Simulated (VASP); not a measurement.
CdS:

```
CELL_PARAMETERS angstrom
0.00000 2.91650 2.91650
2.91650 0.00000 2.91650
2.91650 2.91650 0.00000
ATOMIC_POSITIONS crystal
Cd 0.00000 0.00000 0.00000
S 0.75000 0.75000 0.75000
```

* Program: VASP 6.6.1
* Task: relaxation of cell and atoms
* Functional: revPBE
* Potentials or basis: VASP PAW PBE potentials, release 64 (Cd, S)
* Cutoff: 600 eV
* k mesh: 8 × 8 × 8
* Occupations: fermi-dirac, width 0.05 eV
* Spin: no spin polarisation

At the start: pressure 4.8 GPa; volume 24.81 Å³/atom.

How do energy, volume and symmetry change on relaxing?

Over 3 steps the energy falls by 29.3 meV/atom and the volume is 26.92 Å³/atom (+8.5 %); space group F-43m (No. 216, to 0.1 Å) before and after.

Step by step:
| step | energy change (eV) | largest force (eV/Å) | pressure (GPa) | volume (Å³) |
| --- | --- | --- | --- | --- |
| 1 | 0.0000 | 0.0000 | 4.80 | 49.62 |
| 2 | -0.0542 | 0.0000 | -1.08 | 55.14 |
| 3 | -0.0587 | 0.0000 | 0.04 | 53.83 |

Final structure:
```
CELL_PARAMETERS angstrom
0.00000 2.99692 2.99692
2.99692 0.00000 2.99692
2.99692 2.99692 0.00000
ATOMIC_POSITIONS crystal
Cd 0.00000 0.00000 0.00000
S 0.75000 0.75000 0.75000
```

Caveat: the PAW data sets were made with another functional, which shifts forces and pressure a little.
